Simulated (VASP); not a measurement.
# KCl (Pm-3m) in VASP: a series of runs, part 2 of 3

VASP 6.6.1. Earlier steps stand in the parts before.

## 3. Single point, r2SCAN (volume changed by +3%)

POSCAR reads:

```
KCl
1.0
    3.8081457693      0.0000000000      0.0000000000
    0.0000000000      3.8081457693      0.0000000000
    0.0000000000      0.0000000000      3.8081457693
K Cl
1 1
Direct
    0.0000000000      0.0000000000      0.0000000000
    0.5000000000      0.5000000000      0.5000000000
```

INCAR.step1 reads:

```
PREC = Accurate
ENCUT = 520
ISMEAR = 0
SIGMA = 0.01
LREAL = False
LASPH = True
NELM = 80
NBANDS = 15
GGA = PE
ALGO = Normal
EDIFF = 1E-4
LWAVE = True
LCHARG = False
```

INCAR.step2 reads:

```
PREC = Accurate
ENCUT = 520
EDIFF = 1E-6
ISMEAR = 0
SIGMA = 0.01
LREAL = False
LASPH = True
NELM = 80
ALGO = Normal
ISIF = 2
LWAVE = False
LCHARG = False
METAGGA = R2SCAN
LMIXTAU = True
NBANDS = 15
ISTART = 1
```

KPOINTS reads:

```
regular mesh
0
Gamma
  6 6 6
```

Potentials or basis: VASP PAW PBE potentials, release 64 (K_sv, Cl).

Started as:

```console
> cat potpaw_PBE.64/K_sv/POTCAR potpaw_PBE.64/Cl/POTCAR > POTCAR
> cp INCAR.step1 INCAR
> mpirun -np 1 vasp_std > vasp.out
> cp INCAR.step2 INCAR
> mpirun -np 1 vasp_std > vasp.out
```

OUTCAR:

```text
PREC = Accurate
   ENCUT = 520
   EDIFF = 1E-6
   ISMEAR = 0
   LREAL = False
   LASPH = True
   NELM = 80
   ISIF = 2
   METAGGA = R2SCAN
   ISTART = 1

 ion  position               nearest neighbor table
   1  0.000  0.000  0.000-
   2  0.500  0.500  0.500-

  LATTYP: Found a simple cubic cell.
 ALAT       =     3.8081457693

  Lattice vectors:

 A1 = (   3.8081457693,   0.0000000000,   0.0000000000)
 A2 = (   0.0000000000,   3.8081457693,   0.0000000000)
 A3 = (   0.0000000000,   0.0000000000,   3.8081457693)

Analysis of symmetry for initial positions (statically):
=====================================================================
 Subroutine PRICEL returns:
 Original cell was already a primitive cell.

 Routine SETGRP: Setting up the symmetry group for a
 simple cubic supercell.

 Subroutine GETGRP returns: Found 48 space group operations
 (whereof 48 operations were pure point group operations)
 out of a pool of 48 trial point group operations.

The static configuration has the point symmetry O_h .

Analysis of symmetry for dynamics (positions and initial velocities):
=====================================================================
 Subroutine PRICEL returns:
 Original cell was already a primitive cell.

 Routine SETGRP: Setting up the symmetry group for a
 simple cubic supercell.

 Subroutine GETGRP returns: Found 48 space group operations
 (whereof 48 operations were pure point group operations)
 out of a pool of 48 trial point group operations.

The dynamic configuration has the point symmetry O_h .

 Subroutine INISYM returns: Found 48 space group operations
 (whereof 48 operations are pure point group operations),
 and found     1 'primitive' translations

----------------------------------------------------------------------------------------

                                     Primitive cell

  volume of cell :      55.2256

  direct lattice vectors                    reciprocal lattice vectors
     3.808145769  0.000000000  0.000000000     0.262594990  0.000000000  0.000000000
     0.000000000  3.808145769  0.000000000     0.000000000  0.262594990  0.000000000
     0.000000000  0.000000000  3.808145769     0.000000000  0.000000000  0.262594990

  length of vectors
     3.808145769  3.808145769  3.808145769     0.262594990  0.262594990  0.262594990

  position of ions in fractional coordinates (direct lattice)
     0.000000000  0.000000000  0.000000000
     0.500000000  0.500000000  0.500000000

  ion indices of the primitive-cell ions
   primitive index   ion index
                 1           1
                 2           2

----------------------------------------------------------------------------------------

 KPOINTS: regular mesh

Automatic generation of k-mesh.
 Grid dimensions read from file:
 generate k-points for:    6    6    6

 Generating k-lattice:

  Cartesian coordinates                     Fractional coordinates (reciprocal lattice)
     0.043765832  0.000000000  0.000000000     0.166666667  0.000000000  0.000000000
     0.000000000  0.043765832  0.000000000     0.000000000  0.166666667  0.000000000
     0.000000000  0.000000000  0.043765832     0.000000000  0.000000000  0.166666667

  Length of vectors
     0.043765832  0.043765832  0.043765832

  Shift w.r.t. Gamma in fractional coordinates (k-lattice)
     0.000000000  0.000000000  0.000000000

 Subroutine IBZKPT returns following result:
 ===========================================

 Found     20 irreducible k-points:

 Following reciprocal coordinates:
            Coordinates               Weight
  0.000000  0.000000  0.000000      1.000000
  0.166667  0.000000  0.000000      6.000000
  0.333333  0.000000  0.000000      6.000000
  0.500000  0.000000  0.000000      3.000000
  0.166667  0.166667  0.000000     12.000000
  0.333333  0.166667  0.000000     24.000000
[... 12 lines left out ...]
  0.500000  0.500000  0.333333      6.000000
  0.500000  0.500000  0.500000      1.000000
   k-points           NKPTS =     20   k-points in BZ     NKDIM =     20   number of bands    NBANDS=     15
   number of dos      NEDOS =    301   number of ions     NIONS =      2
   total plane-waves  NPLWV =  21952
   dimension x,y,z NGX =    28 NGY =   28 NGZ =   28
   dimension x,y,z NGXF=    56 NGYF=   56 NGZF=   56
   ions per type =               1   1
   NGX,Y,Z   is equivalent  to a cutoff of  12.22, 12.22, 12.22 a.u.
   NGXF,Y,Z  is equivalent  to a cutoff of  24.45, 24.45, 24.45 a.u.
 SYSTEM =  unknown system
   PREC   = accura    normal or accurate (medium, high low for compatibility)
   ISTART =      1    job   : 0-new  1-cont  2-samecut
   ICHARG =      0    charge: 1-file 2-atom 10-const
   ISPIN  =      1    spin polarized calculation?
   LNONCOLLINEAR =      F non collinear calculations
   LSORBIT =      F    spin-orbit coupling
   LASPH  =      T    aspherical Exc in radial PAW
   ENCUT  =  520.0 eV  38.22 Ry    6.18 a.u.   7.08  7.08  7.08*2*pi/ulx,y,z
   NELM   =     80;   NELMIN=  2; NELMDL=  0     # of ELM steps
   EDIFF  = 0.1E-05   stopping-criterion for ELM
   LREAL  =      F    real-space projection
   EDIFFG = 0.1E-04   stopping-criterion for IOM
   NSW    =      0    number of steps for IOM
   IBRION =     -1    ionic relax: 0-MD 1-quasi-New 2-CG
   NFREE  =      0    steps in history (QN), initial steepest desc. (CG)
   ISIF   =      2    stress and relaxation
   ISYM   =      2    0-nonsym 1-usesym 2-fastsym
   POTIM  = 0.5000    time-step for ionic-motion
   TEBEG  =    0.0;   TEEND  =   0.0 temperature during run
   PSTRESS=    0.0 pullay stress
   NELECT =      16.0000    total number of electrons
   NUPDOWN=      -1.0000    fix difference up-down
   EMIN   =  10.00;   EMAX   =-10.00  energy-range for DOS
   EFERMI =   0.00;   METHOD = LEGACY
   ISMEAR =     0;   SIGMA  =   0.01  broadening in eV -4-tet -1-fermi 0-gaus
   EFERMI_NEDOS =   21; number of points for ismear=-14 and -15
   IALGO  =     38    algorithm
   IMIX   =      4    mixing-type and parameters
     AMIX     =   0.40;   BMIX     =  1.00
     AMIX_MAG =   1.60;   BMIX_MAG =  1.00
  volume/ion in A,a.u.               =      27.61       186.34
  Fermi-wavevector in a.u.,A,eV,Ry     =   1.083265  2.047073 15.965926  1.173462
  Thomas-Fermi vector in A             =   2.219326
   LORBIT       =      0    0 simple, 1 ext, 2 COOP (PROOUT), +10 PAW based schemes
   METAGGA = R2SCAN    functional components
   LHFCALC =     F    Hartree Fock is set to
   AEXX    =    0.0000 exact exchange contribution
   IVDW    =     0    specifies the selected vdW correction
   LEPSILON=     F    determine dielectric tensor
   LRPA    =     F    only Hartree local field effects (RPA)
 non-spin polarized calculation
 Gauss-broadening in eV      SIGMA  =   0.01
  energy-cutoff  :      520.00
  volume of cell :       55.23
 maximum number of plane-waves:      1503
   NGX = 15   NGY = 15   NGZ = 15

 number of electron      16.0000008 magnetization

 Free energy of the ion-electron system (eV)
  ---------------------------------------------------
  ext. energy  EPLUGINS =         0.00000000
  ---------------------------------------------------
  free energy    TOTEN  =       -16.40465170 eV

  energy without entropy =      -16.40465170  energy(sigma->0) =      -16.40465170

 E-fermi :  -1.0262     XC(G=0):  -8.5947

 val. band max:       -1.1100211800   @ k =   0.5000   0.5000   0.0000
 cond. band min:       4.5576824727   @ k =   0.0000   0.0000   0.0000
 fundamental gap:      5.6677036526
 Fermi energy:        -1.0261948875

 k-point     1 :       0.0000    0.0000    0.0000
  band No.  band energies     occupation
      1     -30.2438      2.00000
      2     -14.2854      2.00000
      3     -12.8582      2.00000
      4     -12.8582      2.00000
      5     -12.8582      2.00000
      6      -1.3206      2.00000
      7      -1.3206      2.00000
      8      -1.3206      2.00000
      9       4.5577      0.00000
     10       6.0129      0.00000
     11       6.0129      0.00000
     12      10.4187      0.00000
     13      10.4187      0.00000
     14      10.4187      0.00000
[... 329 lines left out ...]
      2     -13.8465      2.00000
      3     -13.0350      2.00000
      4     -13.0350      2.00000
      5     -13.0350      2.00000
      6      -2.4903      2.00000
      7      -2.4903      2.00000
      8      -2.4903      2.00000
      9       8.4602      0.00000
     10       8.4602      0.00000
     11       8.4602      0.00000
     12       9.7197      0.00000
     13       9.7197      0.00000
     14       9.7197      0.00000
     15      12.0486      0.00000

------------------------ aborting loop because EDIFF is reached ----------------------------------------

  FORCE on cell =-STRESS in cart. coord.  units (eV):
  Direction    XX          YY          ZZ          XY          YZ          ZX
  --------------------------------------------------------------------------------------
  -------------------------------------------------------------------------------------
  Total       -0.2310018     -0.2310018     -0.2310018      0.0000000      0.0000000      0.0000000
  in kB       -6.7017046     -6.7017046     -6.7017046      0.0000000      0.0000000      0.0000000
  external PRESSURE =      -6.7017046 kB  Pullay stress =       0.0000000 kB

 VOLUME and BASIS-vectors are now :
 -----------------------------------------------------------------------------
  energy-cutoff  :      520.00
  volume of cell :       55.23
      direct lattice vectors                 reciprocal lattice vectors
     3.808145769  0.000000000  0.000000000     0.262594990  0.000000000  0.000000000
     0.000000000  3.808145769  0.000000000     0.000000000  0.262594990  0.000000000
     0.000000000  0.000000000  3.808145769     0.000000000  0.000000000  0.262594990

 POSITION                                       TOTAL-FORCE (eV/Angst)
 -----------------------------------------------------------------------------------
      0.00000      0.00000      0.00000         0.000000      0.000000      0.000000
      1.90407      1.90407      1.90407         0.000000      0.000000      0.000000
 -----------------------------------------------------------------------------------
    total drift:                               -0.000000      0.000000      0.000000

  FREE ENERGIE OF THE ION-ELECTRON SYSTEM (eV)
  ---------------------------------------------------
  free  energy   TOTEN  =       -16.4046516987 eV

  energy  without entropy=      -16.4046516987  energy(sigma->0) =      -16.40465170
```

OSZICAR.step1:

```text
N       E                     dE             d eps       ncg     rms          rms(c)
DAV:   1     0.105264775851E+03    0.10526E+03   -0.72760E+03   600   0.970E+02
DAV:   2    -0.136506047848E+01   -0.10663E+03   -0.99199E+02   819   0.248E+02
DAV:   3    -0.681526996317E+01   -0.54502E+01   -0.54274E+01   775   0.496E+01
DAV:   4    -0.696134693057E+01   -0.14608E+00   -0.14603E+00   937   0.799E+00
DAV:   5    -0.696239421089E+01   -0.10473E-02   -0.10473E-02   803   0.755E-01    0.298E+00
DAV:   6    -0.668467010010E+01    0.27772E+00   -0.30091E-01   740   0.319E+00    0.248E+00
DAV:   7    -0.665095768425E+01    0.33712E-01   -0.88938E-02   775   0.195E+00    0.150E+00
DAV:   8    -0.665292133127E+01   -0.19636E-02   -0.16965E-02   848   0.101E+00    0.219E-01
DAV:   9    -0.665293317129E+01   -0.11840E-04   -0.77376E-04   812   0.193E-01
   1 F= -.66529332E+01 E0= -.66529332E+01  d E =-.598887E-33
```

Run time: 23 s. Hardware: 1 thread of Intel Xeon 6975P-C (Granite Rapids), shared host; peak memory 0.16 GiB.

What came out:

```yaml
Free_energy: -16.4047 eV
Pressure: -0.7 GPa
Band_gap_on_the_k_mesh: 5.67 eV, indirect (least direct gap 5.88 eV)
```

Caveat: the PAW data sets were made with another functional, which shifts forces and pressure a little.

[end of part 2 of 3]
